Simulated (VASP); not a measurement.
A run of VASP 6.6.1 is set up as follows.

The input INCAR:

```
SYSTEM = TaS2
PREC = Accurate
ENCUT = 500
EDIFF = 1E-6
ISMEAR = -1
SIGMA = 0.014
LREAL = .FALSE.
LASPH = .TRUE.
NELM = 120
ALGO = Normal
ISIF = 2
LWAVE = .FALSE.
LCHARG = .TRUE.
LELF = .TRUE.
LVHAR = .TRUE.
NBANDS = 18
ISYM = 0
GGA_COMPAT = .FALSE.
```

Contents of KPOINTS:

```
Automatic mesh
0
Gamma
  3 1 4
  0.78 0.8 0.63
```

The input POSCAR:

```
TaS2
1.0
    3.3828573416      0.0000000000      0.0000000000
   -1.6914286708      2.9296403952      0.0000000000
    0.0000000000      0.0000000000      6.1679785700
Ta S
1 2
Direct
    0.0000000000      0.0000000000      0.0000000000
    0.6666666667      0.3333333333      0.7542821200
    0.3333333333      0.6666666667      0.2457178800
```

Potentials or basis: VASP PAW LDA potentials, release 64 (Ta_pv, S).

Launch:

```console
$ cat potpaw_LDA.64/Ta_pv/POTCAR potpaw_LDA.64/S/POTCAR > POTCAR
$ mpirun -np 1 vasp_std > vasp.out
```

**Question.** What does it give for the pressure?

**Answer.** -4.6 GPa.

**Question.** Estimate the largest force.

**Answer.** 0.864 eV/Å.

Forces on the atoms (eV/Å):
```
Ta   0.000  0.000  0.000
S    0.551  0.260  0.612
S   -0.551 -0.260 -0.612
```

Caveat: the k points lie up to 2.14 Å⁻¹ apart.
